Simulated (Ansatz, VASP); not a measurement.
# As2Se in VASP and in Ansatz

```
CELL_PARAMETERS angstrom
-3.43022 3.43022 2.60909
3.43022 -3.43022 2.60909
3.43022 3.43022 -2.60909
ATOMIC_POSITIONS crystal
As 0.87500 0.12500 0.75000
As 0.37500 0.12500 0.25000
As 0.87500 0.62500 0.75000
As 0.87500 0.12500 0.25000
Se 0.50000 0.50000 0.00000
Se 0.25000 0.75000 0.50000
```

Alike in both runs: functional PBEsol; dispersion D4; k mesh 8 × 8 × 8; occupations gaussian, width 0.1 eV; no spin polarisation.

Ansatz relaxed the structure, and its values are those at the end. VASP's run is a single point on that final structure, the one shown.

|  | VASP | Ansatz |
| --- | --- | --- |
| version | VASP 6.6.1 | Ansatz 0.2.0 |
| potentials or method | VASP PAW PBE potentials, release 64 (As, Se), cutoff 520 eV | scalar-relativistic, plane waves, PAW |
| valence electrons in the cell | 32 | 92 |

```tsv
	VASP	Ansatz	Ansatz less VASP
gap on the k mesh at the Fermi level (eV)	none	none	-
pressure (GPa)	0.3	0.0	-0.27
```

VASP's potentials were made for PBE, not for PBEsol. A gap of «none» marks a metal or a gap that the smearing closes. VASP's potentials hold 32 valence electrons a cell and Ansatz's 92, so a difference there can come from the potentials and not from the codes.
